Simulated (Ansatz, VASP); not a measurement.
**One calculation of TlBi, two programs**

INCAR

```
SYSTEM = TlBi
  PREC = Accurate
  ENCUT = 520
  EDIFF = 1E-6
  ISMEAR = -1
  SIGMA = 0.15
  LREAL = .False.
  LASPH = .True.
  NELM = 60
  ALGO = Fast
  ISIF = 2
  LWAVE = .False.
  LCHARG = .False.
  GGA = CA
  NBANDS = 21
```

The input KPOINTS:

```
regular mesh
0
Gamma
  12 12 12
  0 0 0
```

The input POSCAR:

```
TlBi
1.0
    3.8683000000      0.0000000000      0.0000000000
    0.0000000000      3.8683000000      0.0000000000
    0.0000000000      0.0000000000      3.8683000000
Tl Bi
1 1
Direct
    0.0000000000      0.0000000000      0.0000000000
    0.5000000000      0.5000000000      0.5000000000
```

Input for Ansatz:

```yaml
crystal:
  lattice:
    - [3.8683, 0.0, 0.0]
    - [0.0, 3.8683, 0.0]
    - [0.0, 0.0, 3.8683]
  atoms:
    - { symbol: Tl, position: [0.0, 0.0, 0.0] }
    - { symbol: Bi, position: [0.5, 0.5, 0.5] }
basis:
  ecutwfc: 420
kpoints:
  mp_grid: { grid: [12, 12, 12] }
hamiltonian:
  xc: lda
scf:
  occupations: { method: fermi_dirac, width: 0.15 }
output:
  forces: true
  stress: true
  eigenvalues: true
```

Alike in both runs: task single point; functional LDA; k mesh 12 × 12 × 12; occupations fermi-dirac, width 0.15 eV; no spin polarisation.

|  | VASP | Ansatz |
| --- | --- | --- |
| version | VASP 6.6.1 | Ansatz 0.2.0 |
| potentials or method | VASP PAW LDA potentials, release 64 (Tl_d, Bi_d), cutoff 520 eV | scalar-relativistic, plane waves, PAW |
| valence electrons in the cell | 28 | 28 |

|  | VASP | Ansatz | Ansatz less VASP |
| --- | --- | --- | --- |
| gap on the k mesh at the Fermi level (eV) | none | none | - |
| pressure (GPa) | -0.7 | -0.8 | -0.06 |

LDA's correlation is that of Perdew and Zunger in VASP and of Perdew and Wang (1992) in Ansatz. A gap of «none» marks a metal or a gap that the smearing closes.

Neither program's run includes spin-orbit coupling.
